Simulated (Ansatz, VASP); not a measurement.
# SiC in VASP and in Ansatz

```xyz
2
Lattice="0.0000 2.2360 2.2360 2.2360 0.0000 2.2360 2.2065 2.2065 0.0295" Properties=species:S:1:pos:R:3 pbc="T T T"
Si    0.0000    0.0000    0.0000
C     3.3319    3.3319    3.3761
```

Alike in both runs: task single point; functional PBEsol; k mesh 12 × 12 × 12; occupations gaussian, width 0.05 eV; no spin polarisation.

|  | VASP | Ansatz |
| --- | --- | --- |
| version | VASP 6.6.1 | Ansatz 0.2.0 |
| potentials or method | VASP PAW PBE potentials, release 64 (Si, C), cutoff 520 eV | scalar-relativistic, plane waves, PAW |
| valence electrons in the cell | 8 | 8 |

Ansatz gave:

```
gap on the k mesh at the Fermi level (eV)                     : 1.22
least direct gap on the mesh (eV)                             : 4.29
pressure (GPa)                                                : -11.4
traceless stress, the component that is largest in VASP (GPa) : 3.14
rms of the force components (eV/Å)                            : 0.085
```

Estimate VASP's values.

gap on the k mesh at the Fermi level (eV): 1.21; least direct gap on the mesh (eV): 4.27; pressure (GPa): -11.1; traceless stress, the component that is largest in VASP (GPa): 3.17; rms of the force components (eV/Å): 0.086.

VASP's potentials were made for PBE, not for PBEsol, and Ansatz warns of the same on its side. Atom by atom the forces differ by 0.002 eV/Å (rms over components).
